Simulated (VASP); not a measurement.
# ZnBi3: single point with PBE

The system is ZnBi3.

```
Bi Zn
1.0
     4.87316    0.00000    0.00000
     0.00000    4.87316    0.00000
     0.00000    0.00000    4.87316
Bi Zn
3 1
Direct
  0.50000 0.50000 0.00000
  0.50000 0.00000 0.50000
  0.00000 0.50000 0.50000
  0.00000 0.00000 0.00000
```

```
Program             : VASP 6.6.1
Task                : single point
Functional          : PBE
Potentials or basis : VASP PAW PBE potentials, release 64 (Bi_d, Zn)
Cutoff              : 520 eV
k mesh              : 5 × 5 × 5
Occupations         : methfessel-paxton, width 0.05 eV
Spin                : non-collinear spin, zero start, spin-orbit coupling
Starting moments    : [[0.0, 0.0, 0.0], [0.0, 0.0, 0.0], [0.0, 0.0, 0.0], [0.0, 0.0, 0.0]] μB
```

The pressure is 0.7 GPa and the net moment is 0.00 μB per cell. The valence electrons inside the program's atomic spheres are Bi 12.74; Zn 10.60.

Moments on the atoms (μB; x, y, z):
```
Bi  0.00 0.00 0.00
Bi  0.00 0.00 0.00
Bi  0.00 0.00 0.00
Zn  0.00 0.00 0.00
```

It took 4.7 min on 1 thread of AMD EPYC 7R13, with other jobs on the host, peak memory 0.4 GiB.
